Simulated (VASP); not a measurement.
# Al (P6_3/mmc) in VASP: further runs

The runs below take Al through single point, with PBEsol+D3(BJ).

Everything below comes from runs of VASP 6.6.1. Logs are shortened: lines on timing, memory, paths and dates and some standing lists are left out, and cuts for length are marked.

**1. The cell of the first run**

It takes space group P6_3/mmc (No. 194, hexagonal). Conventional cell: a = 2.801 Å, b = 2.801 Å, c = 10.516 Å, α = 90.00°, β = 90.00°, γ = 120.00°. Within 3.7 Å of Al (site symmetry -3m) lie 12 Al at 2.80 to 3.09 Å. Al (site symmetry -6m2) has 12 Al at 2.80 to 3.09 Å within 3.7 Å.

**2. Single point, PBEsol+D3(BJ)**

File INCAR:

```
SYSTEM = Al
ALGO = Fast ; EDIFF = 1E-7
ENCUT = 520 ; GGA = PS
ISIF = 2 ; ISMEAR = 0
IVDW = 12 ; LASPH = .True.
LCHARG = .True. ; LELF = .True.
LREAL = .False. ; LVHAR = .True.
LWAVE = .False. ; NBANDS = 14
NELM = 80 ; PREC = Accurate
SIGMA = 0.15
```

File KPOINTS:

```
k-points
0
Gamma
  18 18 6
  0 0 0
```

File POSCAR:

```
Al
1.0
    2.8007800515      0.0000000000      0.0000000000
   -1.4003900257      2.4255466750      0.0000000000
    0.0000000000      0.0000000000     10.5157000000
Al
4
Direct
    0.0000000000      0.0000000000      0.0000000000
    0.3333333333      0.6666666667      0.2500000000
    0.0000000000      0.0000000000      0.5000000000
    0.6666666667      0.3333333333      0.7500000000
```

Potentials or basis: VASP PAW PBE potentials, release 64 (Al).

Started as:

```bash
> cat potpaw_PBE.64/Al/POTCAR > POTCAR
> mpirun -np 1 vasp_std > vasp.out
```

OUTCAR:

```text
SYSTEM = Al
   EDIFF = 1E-7
   ENCUT = 520
   GGA = PS
   ISIF = 2
   ISMEAR = 0
   IVDW = 12
   LASPH = .True.
   LREAL = .False.
   NELM = 80
   PREC = Accurate
 IVDW          = 12

 ion  position               nearest neighbor table
   1  0.000  0.000  0.000-   2 3.09   4 3.09   2 3.09   4 3.09   4 3.09   2 3.09
   2  0.333  0.667  0.250-   1 3.09   3 3.09   1 3.09   3 3.09   1 3.09   3 3.09
   3  0.000  0.000  0.500-   2 3.09   4 3.09   2 3.09   4 3.09   4 3.09   2 3.09
   4  0.667  0.333  0.750-   1 3.09   3 3.09   1 3.09   3 3.09   1 3.09   3 3.09

  LATTYP: Found a hexagonal cell.
 ALAT       =     2.8007800515
 C/A-ratio  =     3.7545611603

  Lattice vectors:

 A1 = (   2.8007800515,   0.0000000000,   0.0000000000)
 A2 = (  -1.4003900257,   2.4255466750,   0.0000000000)
 A3 = (   0.0000000000,   0.0000000000,  10.5157000000)

Analysis of symmetry for initial positions (statically):
=====================================================================
 Subroutine PRICEL returns:
 Original cell was already a primitive cell.

 Routine SETGRP: Setting up the symmetry group for a
 hexagonal supercell.

 Subroutine GETGRP returns: Found 24 space group operations
 (whereof 12 operations were pure point group operations)
 out of a pool of 24 trial point group operations.

The static configuration has the point symmetry D_3d.
 The point group associated with its full space group is D_6h.

Analysis of symmetry for dynamics (positions and initial velocities):
=====================================================================
 Subroutine PRICEL returns:
 Original cell was already a primitive cell.

 Routine SETGRP: Setting up the symmetry group for a
 hexagonal supercell.

 Subroutine GETGRP returns: Found 24 space group operations
 (whereof 12 operations were pure point group operations)
 out of a pool of 24 trial point group operations.

The dynamic configuration has the point symmetry D_3d.
 The point group associated with its full space group is D_6h.

 Subroutine INISYM returns: Found 24 space group operations
 (whereof 12 operations are pure point group operations),
 and found     1 'primitive' translations

----------------------------------------------------------------------------------------

                                     Primitive cell

  volume of cell :      71.4376

  direct lattice vectors                    reciprocal lattice vectors
     2.800780051  0.000000000  0.000000000     0.357043388  0.206139096  0.000000000
    -1.400390026  2.425546675  0.000000000     0.000000000  0.412278193  0.000000000
     0.000000000  0.000000000 10.515700000     0.000000000  0.000000000  0.095095904

  length of vectors
     2.800780051  2.800780051 10.515700000     0.412278193  0.412278193  0.095095904

  position of ions in fractional coordinates (direct lattice)
     0.000000000  0.000000000  0.000000000
     0.333333333  0.666666667  0.250000000
     0.000000000  0.000000000  0.500000000
     0.666666667  0.333333333  0.750000000

  ion indices of the primitive-cell ions
   primitive index   ion index
                 1           1
                 2           2
                 3           3
                 4           4

----------------------------------------------------------------------------------------

 KPOINTS: k-points

Automatic generation of k-mesh.
 Grid dimensions read from file:
 generate k-points for:   18   18    6

 Generating k-lattice:

  Cartesian coordinates                     Fractional coordinates (reciprocal lattice)
     0.019835744  0.011452172  0.000000000     0.055555556 -0.000000000  0.000000000
     0.000000000  0.022904344  0.000000000     0.000000000  0.055555556  0.000000000
     0.000000000  0.000000000  0.015849317     0.000000000  0.000000000  0.166666667

  Length of vectors
     0.022904344  0.022904344  0.015849317

  Shift w.r.t. Gamma in fractional coordinates (k-lattice)
     0.000000000  0.000000000  0.000000000

 Subroutine IBZKPT returns following result:
 ===========================================

 Found    148 irreducible k-points:

 Following reciprocal coordinates:
            Coordinates               Weight
  0.000000  0.000000  0.000000      1.000000
  0.055556  0.000000  0.000000      6.000000
  0.111111  0.000000  0.000000      6.000000
  0.166667 -0.000000  0.000000      6.000000
  0.222222 -0.000000  0.000000      6.000000
  0.277778  0.000000  0.000000      6.000000
[... 16 lines left out ...]
  0.333333  0.111111  0.000000     12.000000
  0.388889  0.111111  0.000000     12.000000
 [... further k-points ...]
   k-points           NKPTS =    148   k-points in BZ     NKDIM =    148   number of bands    NBANDS=     14
   number of dos      NEDOS =    301   number of ions     NIONS =      4
   total plane-waves  NPLWV =  46080
   dimension x,y,z NGX =    24 NGY =   24 NGZ =   80
   dimension x,y,z NGXF=    48 NGYF=   48 NGZF=  160
   ions per type =               4
   NGX,Y,Z   is equivalent  to a cutoff of  14.25, 14.25, 12.65 a.u.
   NGXF,Y,Z  is equivalent  to a cutoff of  28.49, 28.49, 25.29 a.u.
 SYSTEM =  Al
   PREC   = accura    normal or accurate (medium, high low for compatibility)
   ISTART =      0    job   : 0-new  1-cont  2-samecut
   ICHARG =      2    charge: 1-file 2-atom 10-const
   ISPIN  =      1    spin polarized calculation?
   LNONCOLLINEAR =      F non collinear calculations
   LSORBIT =      F    spin-orbit coupling
   LASPH  =      T    aspherical Exc in radial PAW
   ENCUT  =  520.0 eV  38.22 Ry    6.18 a.u.   5.21  5.21 19.55*2*pi/ulx,y,z
   NELM   =     80;   NELMIN=  2; NELMDL= -5     # of ELM steps
   EDIFF  = 0.1E-06   stopping-criterion for ELM
   LREAL  =      F    real-space projection
   EDIFFG = 0.1E-05   stopping-criterion for IOM
   NSW    =      0    number of steps for IOM
   IBRION =     -1    ionic relax: 0-MD 1-quasi-New 2-CG
   NFREE  =      0    steps in history (QN), initial steepest desc. (CG)
   ISIF   =      2    stress and relaxation
   ISYM   =      2    0-nonsym 1-usesym 2-fastsym
   POTIM  = 0.5000    time-step for ionic-motion
   TEBEG  =    0.0;   TEEND  =   0.0 temperature during run
   PSTRESS=    0.0 pullay stress
   NELECT =      12.0000    total number of electrons
   NUPDOWN=      -1.0000    fix difference up-down
   EMIN   =  10.00;   EMAX   =-10.00  energy-range for DOS
   EFERMI =   0.00;   METHOD = LEGACY
   ISMEAR =     0;   SIGMA  =   0.15  broadening in eV -4-tet -1-fermi 0-gaus
   EFERMI_NEDOS =   21; number of points for ismear=-14 and -15
   IALGO  =     68    algorithm
   IMIX   =      4    mixing-type and parameters
     AMIX     =   0.40;   BMIX     =  1.00
     AMIX_MAG =   1.60;   BMIX_MAG =  1.00
  volume/ion in A,a.u.               =      17.86       120.52
  Fermi-wavevector in a.u.,A,eV,Ry     =   0.903288  1.706967 11.101394  0.815929
  Thomas-Fermi vector in A             =   2.026595
   LORBIT       =      0    0 simple, 1 ext, 2 COOP (PROOUT), +10 PAW based schemes
   GGA     = PS    functional components
   LHFCALC =     F    Hartree Fock is set to
   AEXX    =    0.0000 exact exchange contribution
   IVDW    =    12    specifies the selected vdW correction
   LEPSILON=     F    determine dielectric tensor
   LRPA    =     F    only Hartree local field effects (RPA)
 non-spin polarized calculation
 RMM-DIIS sequential band-by-band and
 Gauss-broadening in eV      SIGMA  =   0.15
  energy-cutoff  :      520.00
  volume of cell :       71.44
 maximum number of plane-waves:      1946
 NGX is ok and might be reduce to    24
   NGX = 11   NGY = 11   NGZ = 39

 number of electron      12.0000000 magnetization

 Free energy of the ion-electron system (eV)
  ---------------------------------------------------
  ext. energy  EPLUGINS =         0.00000000
  ---------------------------------------------------
  free energy    TOTEN  =       -16.06800005 eV

  energy without entropy =      -16.04641429  energy(sigma->0) =      -16.05720717

 E-fermi :   7.0926     XC(G=0):  -9.9605

 val. band max:        7.0917136340   @ k =   0.3333   0.0000   0.5000
 cond. band min:       7.0995100590   @ k =   0.3889   0.0556   0.1667
 fundamental gap:      0.0077964250
 Fermi energy:         7.0925672595

 k-point     1 :       0.0000    0.0000    0.0000
  band No.  band energies     occupation
      1      -3.4675      2.00000
      2      -2.1495      2.00000
      3      -2.1433      2.00000
      4       1.2950      2.00000
      5       2.3104      2.00000
      6       8.1617      0.00000
      7       8.1652      0.00000
      8      16.4487      0.00000
      9      16.4873      0.00000
     10      19.2852      0.00000
     11      19.2852      0.00000
     12      19.3397      0.00000
     13      19.3397      0.00000
     14      20.1235      0.00000

 k-point     2 :       0.0556    0.0000    0.0000
  band No.  band energies     occupation
      1      -3.3898      2.00000
      2      -2.0724      2.00000
      3      -2.0663      2.00000
      4       1.3716      2.00000
      5       2.3837      2.00000
      6       8.2318      0.00000
      7       8.2356      0.00000
      8      16.4219      0.00000
      9      16.5445      0.00000
     10      17.5691      0.00000
     11      18.1959      0.00000
     12      18.6186      0.00000
     13      18.6540      0.00000
     14      19.2699      0.00000
[... 343 lines left out ...]
      1       0.5130      2.00000
      2       1.7945      2.00000
      3       1.7989      2.00000
      4       4.9715      2.00000
      5       6.0712      2.00000
      6       6.0757      2.00000
      7       7.1790      0.41490
      8       7.2297      0.19610
      9      10.1802      0.00000
     10      11.1187      0.00000
     11      11.3182      0.00000
     12      11.6360      0.00000
     13      12.2045      0.00000
     14      12.6116      0.00000

 k-point    24 :       0.3889    0.1111    0.0000
  band No.  band energies     occupation
      1       1.6380      2.00000
      2       2.8978      2.00000
      3       2.8989      2.00000
      4       4.2599      2.00000
      5       5.5240      2.00000
      6       5.5956      2.00000
      7       6.5147      2.00000
      8       7.2497      0.13858
      9       8.8694      0.00000
     10       9.8773      0.00000
     11      11.0067      0.00000
     12      11.9116      0.00000
     13      12.2389      0.00000
     14      13.1143      0.00000

 [... further k-points ...]

------------------------ aborting loop because EDIFF is reached ----------------------------------------

 Edisp (eV)   -1.17021

 E8    (eV) :    -0.7877

  FORCE on cell =-STRESS in cart. coord.  units (eV):
  Direction    XX          YY          ZZ          XY          YZ          ZX
  --------------------------------------------------------------------------------------
  -------------------------------------------------------------------------------------
  Total      -2.17577    -2.17577    -5.36327    -0.00000     0.00000     0.00000
  in kB     -48.79738   -48.79738  -120.28547    -0.00000     0.00000     0.00000
  external pressure =      -72.63 kB  Pullay stress =        0.00 kB

 VOLUME and BASIS-vectors are now :
 -----------------------------------------------------------------------------
  energy-cutoff  :      520.00
  volume of cell :       71.44
      direct lattice vectors                 reciprocal lattice vectors
     2.800780051  0.000000000  0.000000000     0.357043388  0.206139096  0.000000000
    -1.400390026  2.425546675  0.000000000     0.000000000  0.412278193  0.000000000
     0.000000000  0.000000000 10.515700000     0.000000000  0.000000000  0.095095904

 POSITION                                       TOTAL-FORCE (eV/Angst)
 -----------------------------------------------------------------------------------
      0.00000      0.00000      0.00000         0.000000      0.000000     -0.000000
     -0.00000      1.61703      2.62893        -0.000000      0.000000      0.000000
      0.00000      0.00000      5.25785         0.000000      0.000000     -0.000000
      1.40039      0.80852      7.88678         0.000000      0.000000      0.000000
 -----------------------------------------------------------------------------------
    total drift:                               -0.000000     -0.000000      0.000000

  FREE ENERGIE OF THE ION-ELECTRON SYSTEM (eV)
  ---------------------------------------------------
  free  energy   TOTEN  =       -17.2382133957 eV

  energy  without entropy=      -17.2166276403  energy(sigma->0) =      -17.22742052
```

It took 1.7 min on 1 thread of AMD EPYC 9R45 (Zen 5), shared host; peak memory 0.24 GiB.

What came out:

- Free energy: -17.2382 eV
- Pressure: -7.3 GPa
- Band gap on the k mesh: zero (band 6 reaches 9.73 eV, above the bottom of band 7 at 5.88 eV)
- Dispersion energy per atom: -0.293 eV

Caveat: the PAW data sets were made with another functional, which shifts forces and pressure a little; pairwise dispersion overbinds metals, which lowers pressure and volume.

**3. Single point, PBEsol+D3(BJ)**

This run uses another cell than the first one, of 11.56 Å³/atom, 0.647 times its volume.

File INCAR:

```
PREC = Accurate ; ENCUT = 520
EDIFF = 1E-6 ; ISMEAR = 0
SIGMA = 0.15 ; LREAL = F
LASPH = T ; NELM = 80
ALGO = Normal ; ISIF = 2
LWAVE = F ; LCHARG = F
GGA = PS ; IVDW = 12
NBANDS = 14
```

File KPOINTS:

```
regular mesh
0
Gamma
  18 18 6
```

File POSCAR:

```
Al
1.0
    2.6047000000      0.0000000000      0.0000000000
   -1.3023500000      2.2557363693      0.0000000000
    0.0000000000      0.0000000000      7.8684000000
Al
4
Direct
    0.0000000000      0.0000000000      0.0000000000
    0.3333333333      0.6666666667      0.2500000000
    0.0000000000      0.0000000000      0.5000000000
    0.6666666667      0.3333333333      0.7500000000
```

Potentials or basis: VASP PAW PBE potentials, release 64 (Al).

Started as:

```bash
> cat potpaw_PBE.64/Al/POTCAR > POTCAR
> mpirun -np 1 vasp_std > vasp.out
```

It took 35 s on 1 thread of AMD EPYC 9R45 (Zen 5), shared host; peak memory 0.18 GiB.

The run converged. Its results:

```yaml
Free_energy: -15.4413 eV
Pressure: 52.8 GPa
Band_gap_on_the_k_mesh: zero (band 6 reaches 18.17 eV, above the bottom of band 7 at 10.15 eV)
Dispersion_energy_per_atom: -0.455 eV
```

Stress tensor (GPa, compression positive):
```
44.70  0.00  0.00
 0.00 44.70  0.00
 0.00  0.00 68.88
```

Levels at points of the mesh, in eV from the Fermi level:
```csv
k point,band 2,band 3,band 4,band 5,band 6,band 7,band 8,band 9,band 10,band 11
"(0.00, 0.00, 0.00)",-11.36,-11.35,-5.30,-3.75,6.05,6.11,12.00,12.00,12.20,12.20
"(0.50, 0.00, 0.00)",-6.71,-5.07,-5.00,-3.90,-3.82,1.05,1.24,2.78,2.95,6.47
"(0.00, 0.00, 0.50)",-13.11,-8.51,-8.51,0.41,0.41,12.20,12.20,12.24,12.24,12.24
"(0.50, 0.00, 0.50)",-6.35,-6.03,-6.03,-2.05,-2.05,-1.30,-1.30,5.43,5.43,6.93
```

Caveat: the PAW data sets were made with another functional, which shifts forces and pressure a little; pairwise dispersion overbinds metals, which lowers pressure and volume.

(Continued in part 2 of 2.)
